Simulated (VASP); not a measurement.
# InP in VASP: single point with PBE

Aim: the single point of InP with PBE.

All numbers are computed with VASP 6.6.1; they aren't measurements. Logs are shortened: lines on timing, memory, paths and dates and some standing lists are left out, and cuts for length are marked.

**1. The cell of the first run**

The cell holds a slab with vacuum, 16 atoms: a = 7.835 Å, b = 5.540 Å, c = 23.876 Å, α = 90.00°, β = 90.00°, γ = 90.00°.

**2. Single point, PBE**

The input, INCAR:

```
SYSTEM = InP
ALGO     = Normal         ! electronic algorithm
DIPOL    = 0.5 0.5 0.459
EDIFF    = 1E-6           ! SCF threshold, eV
ENCUT    = 400            ! plane-wave cutoff, eV
GGA      = PE             ! functional
GGA_COMPAT= .FALSE.      
IDIPOL   = 3            
ISIF     = 2              ! what is computed and relaxed
ISMEAR   = 0              ! smearing method
LASPH    = .TRUE.         ! aspherical terms in the spheres
LCHARG   = .TRUE.         ! write CHGCAR
LDIPOL   = .TRUE.       
LELF     = .TRUE.         ! ELF
LREAL    = .FALSE.        ! projectors in reciprocal space
LVACPOTAV= .TRUE.       
LVHAR    = .TRUE.       
LWAVE    = .FALSE.        ! write WAVECAR
NBANDS   = 86             ! bands
NELM     = 120            ! most SCF steps
NELMDL   = -8           
PREC     = Accurate       ! precision mode
SIGMA    = 0.1            ! smearing width, eV
```

The input, KPOINTS:

```
k-points
0
G
  3 4 1
  0 0 0
```

The input, POSCAR:

```
InP
1.0
    7.8351968580      0.0000000000      0.0000000000
    0.0000000000      5.5403208302      0.0000000000
    0.0000000000      0.0000000000     23.8763976435
In P
8 8
Direct
    0.2500000000      0.5000000000      0.3350589197
    0.7500000000      0.5000000000      0.3350589197
    0.5000000000      0.0000000000      0.4170980633
    0.0000000000      0.0000000000      0.4170980633
    0.7366538638      0.5041469100      0.5023777117
    0.2636287671      0.5036164566      0.5024172988
    0.0015645027     -0.0031158025      0.5798547445
    0.5008859612      0.0023525218      0.5765330874
    0.2500000000      0.0000000000      0.3350589197
    0.7500000000      0.0000000000      0.3350589197
    0.5000000000      0.5000000000      0.4170980633
    0.0000000000      0.5000000000      0.4170980633
    0.7598343738      0.0007718787      0.5046240652
    0.2428482903     -0.0000974450      0.5042838904
    0.0003137275      0.4524728385      0.5840511022
    0.5004074176      0.5022673622      0.5821084472
```

Potentials or basis: VASP PAW PBE potentials, release 64 (In_d, P).

Command:

```bash
> cat potpaw_PBE.64/In_d/POTCAR potpaw_PBE.64/P/POTCAR > POTCAR
> mpirun -np 1 vasp_std > vasp.out
```

OUTCAR:

```text
SYSTEM = InP
   EDIFF = 1E-6
   ENCUT = 400
   GGA = PE
   ISIF = 2
   ISMEAR = 0
   LASPH = .TRUE.
   LREAL = .FALSE.
   NELM = 120
   NELMDL = -8
   PREC = Accurate

 ion  position               nearest neighbor table
   1  0.250  0.500  0.335-   9 2.77   9 2.77  12 2.77  11 2.77   2 3.92   2 3.92   3 3.92   4 3.92
                             4 3.92   3 3.92   6 4.00
   2  0.750  0.500  0.335-  10 2.77  10 2.77  12 2.77  11 2.77   1 3.92   1 3.92   3 3.92   4 3.92
                             4 3.92   3 3.92   5 4.00
   3  0.500  0.000  0.417-  11 2.77  11 2.77   9 2.77  10 2.77  14 2.90  13 2.92   8 3.81   5 3.89
                             6 3.89   4 3.92   4 3.92   1 3.92   2 3.92   2 3.92   1 3.92   6 3.92
   4  0.000  0.000  0.417-  12 2.77  12 2.77   9 2.77  10 2.77  13 2.81  14 2.82   7 3.89   3 3.92
                             3 3.92   1 3.92   2 3.92   2 3.92   1 3.92   5 3.99   6 4.00
   5  0.737  0.504  0.502-  16 2.66  11 2.75  13 2.76  13 2.80  15 2.86  12 2.90   6 3.71   8 3.76
                             8 3.78   3 3.89   7 3.90   3 3.92   7 3.95   4 3.99   2 4.00
   6  0.264  0.504  0.502-  16 2.66  11 2.75  14 2.75  14 2.80  15 2.85  12 2.90   5 3.71   8 3.77
                             8 3.78   7 3.89   3 3.89   3 3.92   7 3.94   1 4.00   4 4.00
   7  0.002  0.997  0.580-  15 2.53  13 2.61  14 2.61  15 3.02   4 3.89   6 3.89   5 3.90   8 3.91
                             8 3.92   6 3.94   5 3.95
   8  0.501  0.002  0.577-  14 2.66  13 2.66  16 2.77  16 2.77   5 3.76   6 3.77   5 3.78   6 3.78
                             3 3.81   7 3.91   7 3.92
   9  0.250  0.000  0.335-   1 2.77   1 2.77   4 2.77   3 2.77
  10  0.750  0.000  0.335-   2 2.77   2 2.77   4 2.77   3 2.77
  11  0.500  0.500  0.417-   6 2.75   5 2.75   3 2.77   3 2.77   1 2.77   2 2.77
  12  0.000  0.500  0.417-   4 2.77   4 2.77   1 2.77   2 2.77   5 2.90   6 2.90
  13  0.760  0.001  0.505-   7 2.61   8 2.66   5 2.76   5 2.80   4 2.81   3 2.92
  14  0.243  1.000  0.504-   7 2.61   8 2.66   6 2.75   6 2.80   4 2.82   3 2.90
  15  0.000  0.452  0.584-   7 2.53   6 2.85   5 2.86   7 3.02
  16  0.500  0.502  0.582-   5 2.66   6 2.66   8 2.77   8 2.77

  LATTYP: Found a simple orthorhombic cell.
 ALAT       =     5.5403208302
 B/A-ratio  =     1.4142135624
 C/A-ratio  =     4.3095694952

  Lattice vectors:

 A1 = (   0.0000000000,  -5.5403208302,   0.0000000000)
 A2 = (   7.8351968580,   0.0000000000,   0.0000000000)
 A3 = (   0.0000000000,   0.0000000000,  23.8763976435)

Analysis of symmetry for initial positions (statically):
=====================================================================
 Subroutine PRICEL returns:
 Original cell was already a primitive cell.

 Routine SETGRP: Setting up the symmetry group for a
 simple orthorhombic supercell.

 Subroutine GETGRP returns: Found  1 space group operations
[... 143 lines left out ...]
   EFERMI_NEDOS =   21; number of points for ismear=-14 and -15
   IALGO  =     38    algorithm
   IMIX   =      4    mixing-type and parameters
     AMIX     =   0.40;   BMIX     =  1.00
     AMIX_MAG =   1.60;   BMIX_MAG =  1.00
  volume/ion in A,a.u.               =      64.78       437.15
  Fermi-wavevector in a.u.,A,eV,Ry     =   0.847900  1.602298  9.781688  0.718934
  Thomas-Fermi vector in A             =   1.963478
   LORBIT       =      0    0 simple, 1 ext, 2 COOP (PROOUT), +10 PAW based schemes
   GGA     = PE    functional components
   LHFCALC =     F    Hartree Fock is set to
   AEXX    =    0.0000 exact exchange contribution
   IVDW    =     0    specifies the selected vdW correction
   LEPSILON=     F    determine dielectric tensor
   LRPA    =     F    only Hartree local field effects (RPA)
 non-spin polarized calculation
 Gauss-broadening in eV      SIGMA  =   0.10
  energy-cutoff  :      400.00
  volume of cell :     1036.46
 maximum number of plane-waves:     18890
 NGX is ok and might be reduce to    54
   NGX = 25   NGY = 19   NGZ = 77

 dipolmoment           0.000000      0.000000     -0.012847 electrons x Angstroem

 number of electron     143.9999966 magnetization

 dipolmoment           0.000000      0.000000      0.030634 electrons x Angstroem

 Free energy of the ion-electron system (eV)
  ---------------------------------------------------
  ext. energy  EPLUGINS =         0.00000000
  ---------------------------------------------------
  free energy    TOTEN  =       -59.90000600 eV

  energy without entropy =      -59.85732991  energy(sigma->0) =      -59.87866795

 E-fermi :  -0.6962     XC(G=0):  -4.1175

 val. band max:       -0.7215903785   @ k =   0.3333   0.5000   0.0000
 cond. band min:      -0.6808717369   @ k =   0.3333   0.0000   0.0000
 fundamental gap:      0.0407186415
 Fermi energy:        -0.6961792115

 k-point     1 :       0.0000    0.0000    0.0000
  band No.  band energies     occupation
      1     -15.3457      2.00000
      2     -15.3194      2.00000
      3     -15.2872      2.00000
      4     -15.2612      2.00000
      5     -15.2466      2.00000
      6     -15.2194      2.00000
[... 598 lines left out ...]
     83       2.5754      0.00000
     84       2.6792      0.00000
 [bands above 84 left out]

------------------------ aborting loop because EDIFF is reached ----------------------------------------

  FORCE on cell =-STRESS in cart. coord.  units (eV):
  Direction    XX          YY          ZZ          XY          YZ          ZX
  --------------------------------------------------------------------------------------
  -------------------------------------------------------------------------------------
  Total       -3.0084149    -11.0106871     -4.1075871     -0.0319405      1.2716575     -0.0176134
  in kB       -4.6504468    -17.0204631     -6.3495615     -0.0493740      1.9657447     -0.0272270
  external PRESSURE =      -9.3401572 kB  Pullay stress =       0.0000000 kB

 VOLUME and BASIS-vectors are now :
 -----------------------------------------------------------------------------
  energy-cutoff  :      400.00
  volume of cell :     1036.46
      direct lattice vectors                 reciprocal lattice vectors
     7.835196858  0.000000000  0.000000000     0.127629212  0.000000000  0.000000000
     0.000000000  5.540320830  0.000000000     0.000000000  0.180494962  0.000000000
     0.000000000  0.000000000 23.876397643     0.000000000  0.000000000  0.041882365

 POSITION                                       TOTAL-FORCE (eV/Angst)
 -----------------------------------------------------------------------------------
      1.95880      2.77016      8.00000        -0.088014     -0.012281      0.525819
      5.87640      2.77016      8.00000         0.086368     -0.011712      0.529144
      3.91760      0.00000      9.95880         0.006274     -0.035268     -0.757283
      0.00000      0.00000      9.95880         0.007213      0.014214     -0.755223
      5.77183      2.79314     11.99497         0.589999     -0.051528      0.489343
      2.06558      2.79020     11.99592        -0.590084     -0.057129      0.495020
[... 8 lines left out ...]
      0.00246      2.50684     13.94504        -0.001003      1.435906     -0.438782
      3.92079      2.78272     13.89865        -0.006068     -0.023172      0.105285
 -----------------------------------------------------------------------------------
    total drift:                                0.000950      0.001174      0.000844

  FREE ENERGIE OF THE ION-ELECTRON SYSTEM (eV)
  ---------------------------------------------------
  free  energy   TOTEN  =       -59.9000059957 eV

  energy  without entropy=      -59.8573299054  energy(sigma->0) =      -59.87866795

 vacuum level on the upper side and lower side of the slab         3.906         3.778
```

stdout:

```text
POSCAR found type information on POSCAR InP
 POSCAR found :  2 types and      16 ions
 scaLAPACK will be used
 LDA part: xc-table for (Slater+PW92), standard interpolation
 POSCAR, INCAR and KPOINTS ok, starting setup
 FFT: planning ... GRIDC
 FFT: planning ... GRID_SOFT
 FFT: planning ... GRID
 WAVECAR not read
 entering main loop
 -----------------------------------------------------------------------------
|                                                                             |
|           W    W    AA    RRRRR   N    N  II  N    N   GGGG   !!!           |
|           W    W   A  A   R    R  NN   N  II  NN   N  G    G  !!!           |
|           W    W  A    A  R    R  N N  N  II  N N  N  G       !!!           |
|           W WW W  AAAAAA  RRRRR   N  N N  II  N  N N  G  GGG   !            |
|           WW  WW  A    A  R   R   N   NN  II  N   NN  G    G                |
|           W    W  A    A  R    R  N    N  II  N    N   GGGG   !!!           |
|                                                                             |
|     Did not find any points to average over, which means that no vacuum     |
|     field-free region was found. Please increase the size of  your cell     |
|     in the dimension of the dipole correction to obtain accurate            |
|     workfunction values.                                                    |
|                                                                             |
 -----------------------------------------------------------------------------
```

Wall time 11 min (1 thread of AMD EPYC 9R45 (Zen 5), shared host); peak memory 0.79 GiB.

What came out:

| Property | Result |
| --- | --- |
| Free energy | -59.9000 eV |
| Largest force | 1.501 eV/Å |
| Band gap on the k mesh | zero (bands 72 and 73 overlap by 0.83 eV) |

Forces in eV/Å, atoms in the order of the input:
```
In  -0.088 -0.012  0.526
In   0.086 -0.012  0.529
In   0.006 -0.035 -0.757
In   0.007  0.014 -0.755
In   0.590 -0.052  0.489
In  -0.590 -0.057  0.495
In   0.006 -0.844  0.106
In   0.000  0.010 -0.065
P    0.020  0.018  0.394
P   -0.021  0.015  0.397
P   -0.001 -0.090 -0.279
P   -0.004  0.053 -0.187
P   -0.336 -0.218 -0.284
P    0.331 -0.202 -0.276
P   -0.001  1.436 -0.439
P   -0.006 -0.023  0.105
```

Caveat: spin-orbit coupling is left out, which moves the levels of the heavy elements.

The gap in the log of VASP goes by the Fermi energy; the results here count the filled bands.